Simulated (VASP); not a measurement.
# NaVS2 (R-3m) in VASP: single point with LDA

Aim: the single point of NaVS2 with LDA.

All numbers are computed with VASP 6.6.1; they aren't measurements. Logs are shortened: lines on timing, memory, paths and dates and some standing lists are left out, and cuts for length are marked.

## Step 1: The cell of the first run

It takes space group R-3m (No. 166, trigonal). The conventional cell has a = 3.599 Å, b = 3.599 Å, c = 19.383 Å, α = 90.00°, β = 90.00°, γ = 120.00°. Na (site symmetry -3m) has 6 S at 2.81 Å and 6 Na at 3.60 Å and 6 V at 3.84 Å within 3.9 Å. Within 3.3 Å of V (site symmetry -3m) lie 6 S at 2.47 Å. S (site symmetry 3m) has 3 V at 2.47 Å and 3 Na at 2.81 Å and 3 S at 3.39 Å within 3.4 Å.

## Step 2: Single point, LDA, collinear spin, ferromagnetic start

INCAR

```
PREC = Accurate
ENCUT = 520
EDIFF = 1E-7
ISMEAR = -1
SIGMA = 0.03
LREAL = F
LASPH = T
NELM = 150
ALGO = Normal
ISIF = 2
LWAVE = F
LCHARG = F
ISPIN = 2
MAGMOM = 0 2.7 0 0
LORBIT = 11
NUPDOWN = 2.7
LMAXMIX = 4
GGA = CA
NBANDS = 28
```

KPOINTS

```
Automatic mesh
0
Gamma
  11 11 11
```

POSCAR

```
NaVS2
1.0
    1.7993010104      1.0388269227      6.4610546979
   -1.7993010104      1.0388269227      6.4610546979
    0.0000000000     -2.0776538454      6.4610546979
Na V S
1 1 2
Direct
    0.5000000000      0.5000000000      0.5000000000
    0.0000000000      0.0000000000      0.0000000000
    0.2643788700      0.2643788700      0.2643788700
    0.7356211300      0.7356211300      0.7356211300
```

Potentials or basis: VASP PAW LDA potentials, release 64 (Na_pv, V_sv, S).

Launch:

```
$ cat potpaw_LDA.64/Na_pv/POTCAR potpaw_LDA.64/V_sv/POTCAR potpaw_LDA.64/S/POTCAR > POTCAR
$ mpirun -np 1 vasp_std > vasp.out
```

OUTCAR:

```text
PREC = Accurate
   ENCUT = 520
   EDIFF = 1E-7
   ISMEAR = -1
   LREAL = F
   LASPH = T
   NELM = 150
   ISIF = 2
   ISPIN = 2
   LORBIT = 11
   NUPDOWN = 2.7
   GGA = CA

 ion  position               nearest neighbor table
   1  0.500  0.500  0.500-
   2  0.000  0.000  0.000-   4 2.47   3 2.47   4 2.47   4 2.47   3 2.47   3 2.47
   3  0.264  0.264  0.264-   2 2.47   2 2.47   2 2.47
   4  0.736  0.736  0.736-   2 2.47   2 2.47   2 2.47

  LATTYP: Found a trigonal (rhomboedric) cell.
 ALAT       =     6.7868898113
 COS(alpha) =     0.8594288989

  Lattice vectors:

 A1 = (   1.7993010104,   1.0388269227,   6.4610546979)
 A2 = (  -1.7993010104,   1.0388269227,   6.4610546979)
 A3 = (   0.0000000000,  -2.0776538454,   6.4610546979)

Analysis of symmetry for initial positions (statically):
=====================================================================
 Subroutine PRICEL returns:
 Original cell was already a primitive cell.

 Routine SETGRP: Setting up the symmetry group for a
 trigonal (rhombohedral) supercell.

 Subroutine GETGRP returns: Found 12 space group operations
 (whereof 12 operations were pure point group operations)
 out of a pool of 12 trial point group operations.

The static configuration has the point symmetry D_3d.

Analysis of symmetry for dynamics (positions and initial velocities):
=====================================================================
 Subroutine PRICEL returns:
 Original cell was already a primitive cell.

 Routine SETGRP: Setting up the symmetry group for a
 trigonal (rhombohedral) supercell.

 Subroutine GETGRP returns: Found 12 space group operations
 (whereof 12 operations were pure point group operations)
 out of a pool of 12 trial point group operations.

The dynamic configuration has the point symmetry D_3d.

Analysis of structural, dynamic, and magnetic symmetry:
=====================================================================
 Subroutine PRICEL returns:
 Original cell was already a primitive cell.

 Routine SETGRP: Setting up the symmetry group for a
 trigonal (rhombohedral) supercell.

 Subroutine GETGRP returns: Found 12 space group operations
 (whereof 12 operations were pure point group operations)
 out of a pool of 12 trial point group operations.

The overall configuration has the point symmetry D_3d.

 Subroutine INISYM returns: Found 12 space group operations
 (whereof 12 operations are pure point group operations),
 and found     1 'primitive' translations

----------------------------------------------------------------------------------------

                                     Primitive cell

  volume of cell :      72.4606

  direct lattice vectors                    reciprocal lattice vectors
     1.799301010  1.038826923  6.461054698     0.277885688  0.160437377  0.051591164
    -1.799301010  1.038826923  6.461054698    -0.277885688  0.160437377  0.051591164
     0.000000000 -2.077653845  6.461054698     0.000000000 -0.320874754  0.051591164

  length of vectors
     6.786889811  6.786889811  6.786889811     0.324995778  0.324995778  0.324995778

  position of ions in fractional coordinates (direct lattice)
     0.500000000  0.500000000  0.500000000
     0.000000000  0.000000000  0.000000000
     0.264378870  0.264378870  0.264378870
     0.735621130  0.735621130  0.735621130

  ion indices of the primitive-cell ions
   primitive index   ion index
                 1           1
                 2           2
                 3           3
                 4           4

----------------------------------------------------------------------------------------

 KPOINTS: Automatic mesh

Automatic generation of k-mesh.
 Grid dimensions read from file:
 generate k-points for:   11   11   11

 Generating k-lattice:

  Cartesian coordinates                     Fractional coordinates (reciprocal lattice)
     0.025262335  0.014585216  0.004690106     0.090909091  0.000000000  0.000000000
    -0.025262335  0.014585216  0.004690106     0.000000000  0.090909091  0.000000000
     0.000000000 -0.029170432  0.004690106     0.000000000  0.000000000  0.090909091

  Length of vectors
     0.029545071  0.029545071  0.029545071

  Shift w.r.t. Gamma in fractional coordinates (k-lattice)
     0.000000000  0.000000000  0.000000000

 Subroutine IBZKPT returns following result:
 ===========================================

 Found    146 irreducible k-points:

 Following reciprocal coordinates:
            Coordinates               Weight
  0.000000  0.000000  0.000000      1.000000
  0.090909  0.000000  0.000000      6.000000
  0.181818  0.000000  0.000000      6.000000
  0.272727  0.000000  0.000000      6.000000
  0.363636  0.000000  0.000000      6.000000
  0.454545 -0.000000  0.000000      6.000000
[... 16 lines left out ...]
 -0.272727  0.181818 -0.000000     12.000000
 -0.181818  0.181818  0.000000      6.000000
 [... further k-points ...]
   k-points           NKPTS =    146   k-points in BZ     NKDIM =    146   number of bands    NBANDS=     28
   number of dos      NEDOS =    301   number of ions     NIONS =      4
   total plane-waves  NPLWV = 125000
   dimension x,y,z NGX =    50 NGY =   50 NGZ =   50
   dimension x,y,z NGXF=   100 NGYF=  100 NGZF=  100
   ions per type =               1   1   2
   NGX,Y,Z   is equivalent  to a cutoff of  12.25, 12.25, 12.25 a.u.
   NGXF,Y,Z  is equivalent  to a cutoff of  24.50, 24.50, 24.50 a.u.
 SYSTEM =  unknown system
   PREC   = accura    normal or accurate (medium, high low for compatibility)
   ISTART =      0    job   : 0-new  1-cont  2-samecut
   ICHARG =      2    charge: 1-file 2-atom 10-const
   ISPIN  =      2    spin polarized calculation?
   LNONCOLLINEAR =      F non collinear calculations
   LSORBIT =      F    spin-orbit coupling
   LASPH  =      T    aspherical Exc in radial PAW
   ENCUT  =  520.0 eV  38.22 Ry    6.18 a.u.  12.62 12.62 12.62*2*pi/ulx,y,z
   NELM   =    150;   NELMIN=  2; NELMDL= -5     # of ELM steps
   EDIFF  = 0.1E-06   stopping-criterion for ELM
   LREAL  =      F    real-space projection
   EDIFFG = 0.1E-05   stopping-criterion for IOM
   NSW    =      0    number of steps for IOM
   IBRION =     -1    ionic relax: 0-MD 1-quasi-New 2-CG
   NFREE  =      0    steps in history (QN), initial steepest desc. (CG)
   ISIF   =      2    stress and relaxation
   ISYM   =      2    0-nonsym 1-usesym 2-fastsym
   POTIM  = 0.5000    time-step for ionic-motion
   TEBEG  =    0.0;   TEEND  =   0.0 temperature during run
   PSTRESS=    0.0 pullay stress
   NELECT =      32.0000    total number of electrons
   NUPDOWN=       2.7000    fix difference up-down
   EMIN   =  10.00;   EMAX   =-10.00  energy-range for DOS
   EFERMI =   0.00;   METHOD = LEGACY
   ISMEAR =    -1;   SIGMA  =   0.03  broadening in eV -4-tet -1-fermi 0-gaus
   EFERMI_NEDOS =   21; number of points for ismear=-14 and -15
   IALGO  =     38    algorithm
   IMIX   =      4    mixing-type and parameters
     AMIX     =   0.40;   BMIX     =  1.00
     AMIX_MAG =   1.60;   BMIX_MAG =  1.00
  volume/ion in A,a.u.               =      18.12       122.25
  Fermi-wavevector in a.u.,A,eV,Ry     =   1.246687  2.355898 21.146578  1.554230
  Thomas-Fermi vector in A             =   2.380854
   LORBIT       =     11    0 simple, 1 ext, 2 COOP (PROOUT), +10 PAW based schemes
   GGA     = CA    functional components
   LHFCALC =     F    Hartree Fock is set to
   AEXX    =    0.0000 exact exchange contribution
   IVDW    =     0    specifies the selected vdW correction
   LEPSILON=     F    determine dielectric tensor
   LRPA    =     F    only Hartree local field effects (RPA)
 spin polarized calculation
  energy-cutoff  :      520.00
  volume of cell :       72.46
 maximum number of plane-waves:      1981
   NGX = 25   NGY = 25   NGZ = 25

 number of electron      32.0000007 magnetization       2.7000001

 Free energy of the ion-electron system (eV)
  ---------------------------------------------------
  ext. energy  EPLUGINS =         0.00000000
  ---------------------------------------------------
  free energy    TOTEN  =       -24.17936042 eV

  energy without entropy =      -24.15982467  energy(sigma->0) =      -24.16959254

 E-fermi :   3.3772     XC(G=0): -10.2676

 val. band max:        5.5191010061   @ k =  -0.4545   0.4545   0.0909
 cond. band min:       3.3795191861   @ k =  -0.1818  -0.1818   0.0909
 fundamental gap:     -2.1395818200
 Fermi energy:         5.5204164790

 spin component 1

 k-point     1 :       0.0000    0.0000    0.0000
  band No.  band energies     occupation
      1     -58.9542      1.00000
      2     -33.2874      1.00000
      3     -33.1868      1.00000
      4     -33.1868      1.00000
      5     -18.7277      1.00000
      6     -18.7091      1.00000
[... 20 lines left out ...]
     27      14.5653      0.00000
[... 691 lines left out ...]
      6     -18.7207      1.00000
[... 20 lines left out ...]
     27      13.5744      0.00000
     28      14.4413      0.00000

 [... further k-points ...]

 spin component 2

 k-point     1 :       0.0000    0.0000    0.0000
  band No.  band energies     occupation
      1     -57.0481      1.00000
      2     -31.4797      1.00000
      3     -31.2986      1.00000
      4     -31.2986      1.00000
      5     -18.7264      1.00000
      6     -18.7059      1.00000
[... 20 lines left out ...]
     27      15.0277      0.00000
[... 691 lines left out ...]
      6     -18.7182      1.00000
[... 20 lines left out ...]
     27      13.9145      0.00000
     28      14.8180      0.00000

 [... further k-points ...]

------------------------ aborting loop because EDIFF is reached ----------------------------------------

  FORCE on cell =-STRESS in cart. coord.  units (eV):
  Direction    XX          YY          ZZ          XY          YZ          ZX
  --------------------------------------------------------------------------------------
  -------------------------------------------------------------------------------------
  Total       -2.2781927     -2.2781927     -2.0914014     -0.0000000     -0.0000000      0.0000000
  in kB      -50.3731783    -50.3731783    -46.2430312     -0.0000000     -0.0000000      0.0000000
  external PRESSURE =     -48.9964626 kB  Pullay stress =       0.0000000 kB

 VOLUME and BASIS-vectors are now :
 -----------------------------------------------------------------------------
  energy-cutoff  :      520.00
  volume of cell :       72.46
      direct lattice vectors                 reciprocal lattice vectors
     1.799301010  1.038826923  6.461054698     0.277885688  0.160437377  0.051591164
    -1.799301010  1.038826923  6.461054698    -0.277885688  0.160437377  0.051591164
     0.000000000 -2.077653845  6.461054698     0.000000000 -0.320874754  0.051591164

 POSITION                                       TOTAL-FORCE (eV/Angst)
 -----------------------------------------------------------------------------------
      0.00000      0.00000      9.69158        -0.000000      0.000000      0.000000
      0.00000      0.00000      0.00000         0.000000     -0.000000      0.000000
      0.00000      0.00000      5.12450        -0.000000     -0.000000      0.447556
      0.00000      0.00000     14.25867        -0.000000     -0.000000     -0.447556
 -----------------------------------------------------------------------------------
    total drift:                                0.000000     -0.000000     -0.000000

  FREE ENERGIE OF THE ION-ELECTRON SYSTEM (eV)
  ---------------------------------------------------
  free  energy   TOTEN  =       -24.1793604173 eV

  energy  without entropy=      -24.1598246654  energy(sigma->0) =      -24.16959254

 total charge

# of ion       s       p       d       tot
------------------------------------------
    1        0.062   5.988   0.000   6.050
    2        2.209   6.162   3.046  11.417
    3        1.327   2.398   0.000   3.725
    4        1.327   2.398   0.000   3.725
--------------------------------------------------
tot          4.925  16.945   3.046  24.917

 magnetization (x)

# of ion       s       p       d       tot
------------------------------------------
    1        0.003  -0.000   0.000   0.003
    2        0.022   0.021   2.028   2.071
    3        0.000   0.083   0.000   0.084
    4        0.000   0.083   0.000   0.084
--------------------------------------------------
tot          0.026   0.187   2.028   2.241
```

It took 16 min on 1 thread of Intel Xeon 6975P-C (Granite Rapids), shared host; peak memory 0.6 GiB.

Results:

| Property | Result |
| --- | --- |
| Free energy | -24.1794 eV |
| Pressure | -4.9 GPa |
| Largest force | 0.448 eV/Å |
| Net moment | 2.70 μB per cell |
| Site moments | Na +0.00; V +2.07; S +0.08 μB |
| Valence electrons inside the program's atomic spheres | Na 6.05; V 11.42; S 3.73 |

Forces in eV/Å, atoms in the order of the input:
```
Na   0.000  0.000  0.000
V    0.000  0.000  0.000
S    0.000  0.000  0.448
S    0.000  0.000 -0.448
```

Caveat: the cell stands under tension; the total moment is fixed, so each spin has its own Fermi level and the state may be an excited one.
